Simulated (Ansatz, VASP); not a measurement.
Ti3Al: VASP beside Ansatz

```xyz
4
Lattice="2.9297 0.0000 0.0000 -1.4649 2.5372 0.0000 0.0000 0.0000 9.2315" Properties=species:S:1:pos:R:3 pbc="T T T"
Ti    1.4649    0.8457    0.0000
Ti    0.0000    1.6915    6.9779
Ti    0.0000    1.6915    2.2537
Al    1.4649    0.8457    4.6158
```

Alike in both runs: task single point; functional PBE; k mesh 15 × 15 × 6; occupations gaussian, width 0.15 eV; no spin polarisation.

```csv
,VASP,Ansatz
version,VASP 6.6.1,Ansatz 0.2.0
potentials or method,"VASP PAW PBE potentials, release 64 (Ti_sv, Al), cutoff 520 eV","scalar-relativistic, plane waves, PAW"
valence electrons in the cell,39,39
```

```tsv
	VASP	Ansatz	Ansatz less VASP
gap on the k mesh at the Fermi level (eV)	none	none	-
pressure (GPa)	0.1	0.3	+0.17
traceless stress, the component that is largest in VASP (GPa)	-0.28	-0.30	-0.023
rms of the force components (eV/Å)	0.161	0.165	+0.0035
```

Atom by atom the forces differ by 0.004 eV/Å (rms over components). A gap of «none» marks a metal or a gap that the smearing closes.
